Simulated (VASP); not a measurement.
## TiO: single point with PBEsol

TiO:

```
CELL_PARAMETERS angstrom
2.85161 0.00000 0.00000
-1.42580 2.46956 0.00000
0.00000 0.00000 5.56750
ATOMIC_POSITIONS crystal
Ti 0.33333 0.66667 0.25000
Ti 0.66667 0.33333 0.75000
O 0.00000 0.00000 0.00000
O 0.00000 0.00000 0.50000
```

- Program: VASP 6.6.1
- Task: single point
- Functional: PBEsol
- Potentials or basis: VASP PAW PBE potentials, release 64 (Ti_sv, O)
- Cutoff: 520 eV
- k mesh: 24 × 24 × 12
- Occupations: gaussian, width 0.1 eV
- Spin: no spin polarisation

```
Pressure               : -9.3 GPa
Band gap on the k mesh : zero (band 18 reaches 11.20 eV, above the bottom of band 19 at 10.99 eV)
```

Stress tensor (GPa, compression positive):
```
 -8.46   0.00   0.00
  0.00  -8.46   0.00
  0.00   0.00 -11.11
```

Levels at points of the mesh, in eV from the Fermi level:
```csv
k point,band 15,band 16,band 17,band 18,band 19,band 20,band 21,band 22
"(0.00, 0.00, 0.00)",-5.37,-5.31,-2.07,-0.22,-0.22,0.04,0.78,0.78
"(0.50, 0.00, 0.00)",-5.85,-5.53,-2.78,-0.03,0.66,1.41,2.00,2.32
"(0.00, 0.00, 0.50)",-5.65,-5.65,-0.61,-0.61,0.62,0.62,0.62,0.62
"(0.50, 0.00, 0.50)",-6.18,-6.18,-1.37,-1.37,1.80,1.80,2.13,2.13
```

Run time: 8.3 min on 1 thread of Intel Xeon 8259CL, on a shared host, peak memory 0.45 GiB.

Caveat: the PAW data sets were made with another functional, which shifts forces and pressure a little; semilocal functionals often make such compounds metallic where correlation or magnetic order opens a gap, which also shifts bond lengths.
